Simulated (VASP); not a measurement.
Wanted: the native input for a VASP 6.6.1 run.

```
Task                   : single point
Functional             : PBE
Potentials or basis    : VASP PAW PBE potentials, release 64 (Be, Se)
Cutoff                 : 520 eV
k mesh                 : 4 × 4 × 4
Occupations            : gaussian, width 0.2 eV
Spin                   : no spin polarisation
Dipole correction      : no
Further INCAR settings : ALGO = Normal; EDIFF = 1e-06; NBANDS = 22
```

The structure of Be4Se3 lies in POSCAR:

```
Be4Se3
1.0
    4.7541752185      0.0000000000      0.0000000000
    0.0000000000      4.7541752185      0.0000000000
    0.0000000000      0.0000000000      4.7541752185
Be Se
4 3
Direct
    0.5000000000      0.5000000000      0.5000000000
    0.5000000000      0.0000000000      0.0000000000
    0.0000000000      0.5000000000      0.0000000000
    0.0000000000      0.0000000000      0.5000000000
    0.5000000000      0.5000000000      0.0000000000
    0.0000000000      0.5000000000      0.5000000000
    0.5000000000      0.0000000000      0.5000000000
```

The cell was built from a structure type or drawn by symmetry, and may not be a known phase.

These files were run (other wordings do the same):

INCAR

```
SYSTEM = Be4Se3
  PREC = Accurate
  ENCUT = 520
  EDIFF = 1E-6
  ISMEAR = 0
  SIGMA = 0.2
  LREAL = .False.
  LASPH = .True.
  NELM = 80
  ALGO = Normal
  ISIF = 2
  LWAVE = .False.
  LCHARG = .False.
  GGA = PE
  NBANDS = 22
```

KPOINTS

```
Automatic mesh
0
Gamma
  4 4 4
  0 0 0
```

Potentials or basis: VASP PAW PBE potentials, release 64 (Be, Se).

Run with:

```console
$ cat potpaw_PBE.64/Be/POTCAR potpaw_PBE.64/Se/POTCAR > POTCAR
$ mpirun -np 1 vasp_std > vasp.out
```

It gave:

```yaml
Pressure: 0.8 GPa
Band_gap_on_the_k_mesh: zero (bands 13 and 14 overlap by 0.27 eV)
```

Caveat: semilocal functionals underestimate gaps, so a narrow gap can read as zero.

Run time: 23 s on 1 thread of Intel Xeon 8259CL, with other jobs on the host, peak memory 0.21 GiB.
